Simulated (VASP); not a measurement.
Input of a VASP 6.6.1 run:

POSCAR

```
SiC
1.0
    0.0000000000      2.1780523503      2.2675703018
    2.1780523503      0.0000000000      2.2675703018
    2.1780523503      2.1780523503      0.0000000000
Si C
1 1
Direct
    0.0000000000      0.0000000000      0.0000000000
    0.2500000000      0.2500000000      0.2500000000
```

File INCAR.step1:

```
  PREC = Accurate
  ENCUT = 520
  ISMEAR = 0
  SIGMA = 0.01
  LREAL = F
  LASPH = T
  NELM = 80
  NBANDS = 11
  GGA = PE
  ALGO = Normal
  EDIFF = 1E-4
  LWAVE = T
  LCHARG = F
```

INCAR.step2

```
  PREC = Accurate
  ENCUT = 520
  EDIFF = 1E-6
  ISMEAR = 0
  SIGMA = 0.01
  LREAL = F
  LASPH = T
  NELM = 80
  ALGO = Normal
  ISIF = 2
  LWAVE = F
  LCHARG = T
  METAGGA = R2SCAN
  LMIXTAU = T
  LELF = T
  LVHAR = T
  NBANDS = 11
  ISTART = 1
```

KPOINTS

```
Automatic mesh
0
Gamma
  10 10 10
```

Potentials or basis: VASP PAW PBE potentials, release 64 (Si, C).

Command:

```console
$ cat potpaw_PBE.64/Si/POTCAR potpaw_PBE.64/C/POTCAR > POTCAR
$ cp INCAR.step1 INCAR
$ mpirun -np 1 vasp_std > vasp.out
$ cp INCAR.step2 INCAR
$ mpirun -np 1 vasp_std > vasp.out
```

Problem. What does it give for the band gap on the k mesh?

Solution. 1.53 eV, indirect (least direct gap 4.97 eV).

Problem. Estimate the pressure.

Solution. -8.7 GPa.

Stress tensor (GPa, compression positive):
```
 -4.64   0.00   0.00
  0.00  -4.64   0.00
  0.00   0.00 -16.70
```

Caveat: the cell differs from its parent crystal (uniaxial z strain +4.1%); the PAW data sets were made with another functional, which shifts forces and pressure a little. A k mesh can miss the band edges.
